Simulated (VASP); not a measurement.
Write the native input for VASP 6.6.1 that does the following.

```yaml
Task: single point
Functional: PBE
Potentials_or_basis: VASP PAW PBE potentials, release 64 (In_d, O)
Cutoff: 520 eV
k_mesh: 1 × 1 × 1
Occupations: fermi-dirac, width 0.05 eV
Spin: no spin polarisation
Dipole_correction: no
Further_INCAR_settings: LREAL = Auto; ALGO = Normal; EDIFF = 1e-07; NBANDS = 104; ISYM = 0
```

The structure of In2O3 lies in POSCAR:

```
In2O3
1.0
    6.5491560000      0.0602710000     -0.0265460000
    0.0602710000      6.5253210000     -0.0478520000
   -0.0265460000     -0.0478520000      6.3657510000
In O
8 12
Direct
    0.0784307724      0.7247609472      0.1669717028
    0.5721661438      0.7390137593      0.1799303820
    0.3079524125      0.9188134057      0.6714455158
    0.1945015271      0.4012648239      0.6348028005
    0.3474078498      0.2683084092      0.0947946884
    0.6631065616      0.2742687458      0.4785944557
    0.8219236898      0.7224972756      0.6796540936
    0.8560796853      0.2127254221     -0.0000534378
    0.4217592514      0.4667637031      0.3589786339
    0.3340325212      0.6417140198      0.9557686951
    0.6126489324      0.0974670020      0.1832617031
    0.8161368660      0.8315689826     -0.0308465713
    0.4752100204      0.2192508151      0.7383041711
    0.0783889576      0.1126149128      0.4995828084
    0.8432537779      0.5018559228      0.1925675108
    0.5931068844      0.8656766558      0.5076737960
    0.8584674405      0.4072560326      0.7222902517
    0.1167412946      0.0760471201      0.2614098511
    0.1280483284      0.1220219080      0.8839697254
    0.1229175552      0.6989235496      0.5225670717
```

These files were run (other wordings do the same):

INCAR

```
  ALGO = Normal
  EDIFF = 1E-7
  ENCUT = 520
  GGA = PE
  ISIF = 2
  ISMEAR = -1
  ISYM = 0
  LASPH = True
  LCHARG = False
  LREAL = Auto
  LWAVE = False
  NBANDS = 104
  NELM = 100
  PREC = Accurate
  SIGMA = 0.05
```

KPOINTS

```
k-points
0
Gamma
  1 1 1
```

Potentials or basis: VASP PAW PBE potentials, release 64 (In_d, O).

Command:

```console
$ cat potpaw_PBE.64/In_d/POTCAR potpaw_PBE.64/O/POTCAR > POTCAR
$ mpirun -np 1 vasp_gam > vasp.out
```

Results of the run:

* Pressure: 3.7 GPa
* Largest force: 1.830 eV/Å

Caveat: the k points lie up to 0.99 Å⁻¹ apart; the atoms stand as in a frame of molecular dynamics.

It took 36 s on 1 thread of Intel(R) Xeon(R) 6975P-C (Granite Rapids) (shared host), peak memory 0.31 GiB.
